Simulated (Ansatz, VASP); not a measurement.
# Two plane-wave programs on Sc

```
Sc
1.0
     5.47612    0.00000    0.00000
    -2.73806    4.74246    0.00000
     0.00000    0.00000    3.35710
Sc
3
Cartesian
  0.0000 0.0000 0.0000
  0.0000 3.1616 1.6785
  2.7381 1.5808 1.6785
```

Alike in both runs: task single point; functional PBE; k mesh 6 × 6 × 6; occupations gaussian, width 0.1 eV; no spin polarisation.

|  | VASP | Ansatz |
| --- | --- | --- |
| version | VASP 6.6.1 | Ansatz 0.2.0 |
| potentials or method | VASP PAW PBE potentials, release 64 (Sc_sv), cutoff 520 eV | scalar-relativistic, plane waves, PAW |
| valence electrons in the cell | 33 | 33 |

```csv
,VASP,Ansatz,Ansatz less VASP
gap on the k mesh at the Fermi level (eV),none,none,-
pressure (GPa),-6.7,-6.7,-0.01
"traceless stress, the component that is largest in VASP (GPa)",1.02,1.02,-0.001
```

A gap of «none» marks a metal or a gap that the smearing closes. With one functional, cell and mesh, what is left measures potentials, basis and numerics.
